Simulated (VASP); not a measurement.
Na2H5:

```
CELL_PARAMETERS angstrom
2.10661 -2.23131 0.00000
2.10661 2.23131 0.00000
0.00000 0.00000 8.35986
ATOMIC_POSITIONS crystal
Na 0.00000 0.00000 0.73293
Na 0.50000 0.50000 0.26541
H 0.00000 0.50000 0.45852
H 0.50000 0.00000 0.45852
H 0.21061 0.78939 0.48179
H 0.78939 0.21061 0.48179
H 0.00000 0.00000 0.25922
```

```yaml
Program: VASP 6.6.1
Task: relaxation of cell and atoms
Functional: PBE
Potentials_or_basis: VASP PAW PBE potentials, release 64 (Na_pv, H)
Cutoff: 600 eV
k_mesh: 6 × 6 × 2
Occupations: gaussian, width 0.1 eV
Spin: no spin polarisation
```

At the start: pressure 4.5 GPa; volume 11.23 Å³/atom.

**Question.** Where does the relaxation end?

**Answer.** Over 46 steps the energy falls by 165.5 meV/atom and the volume is 12.47 Å³/atom (+11.0 %); space group Cmm2 (No. 35, to 0.05 Å).

Step by step:
```tsv
step	energy change (eV)	largest force (eV/Å)	pressure (GPa)	volume (Å³)
1	0.0000	1.0777	4.55	78.59
3	-0.6738	0.4212	-0.25	93.95
5	-0.7624	0.3717	-0.01	95.26
7	-0.8328	0.2240	1.08	96.03
9	-0.8999	0.2478	-0.70	104.75
11	-0.9246	0.1430	-0.59	103.43
13	-0.9529	0.1566	0.25	99.38
15	-0.9658	0.1344	0.04	99.09
17	-0.9779	0.3107	0.39	89.81
19	-1.0048	0.1252	0.05	93.38
21	-1.0338	0.1744	-0.02	90.93
23	-1.0608	0.1830	0.57	87.88
25	-1.0787	0.2390	0.37	87.04
27	-1.0851	0.2017	0.18	87.60
29	-1.0992	0.0943	-0.22	88.84
31	-1.1043	0.1149	0.08	88.44
33	-1.1149	0.1168	-0.23	88.77
35	-1.1167	0.1204	-0.39	88.95
37	-1.1263	0.1027	-0.20	88.11
39	-1.1342	0.1665	0.13	86.53
41	-1.1435	0.1675	-0.04	86.54
43	-1.1556	0.0664	0.33	86.23
45	-1.1577	0.0552	0.01	87.11
46	-1.1587	0.0357	-0.01	87.26
```

Final structure:
```
Na H
1.0
     2.10349   -2.69867    0.00000
     2.10349    2.69867    0.00000
     0.00000    0.00000    7.68608
Na H
2 5
Direct
  0.00000 0.00000 0.82156
  0.50000 0.50000 0.21438
  0.00000 0.50000 0.49250
  0.50000 0.00000 0.49250
  0.24958 0.75042 0.49269
  0.75042 0.24958 0.49269
  0.00000 0.00000 0.13185
```

Caveat: the k points lie up to 0.41 Å⁻¹ apart in the final cell.
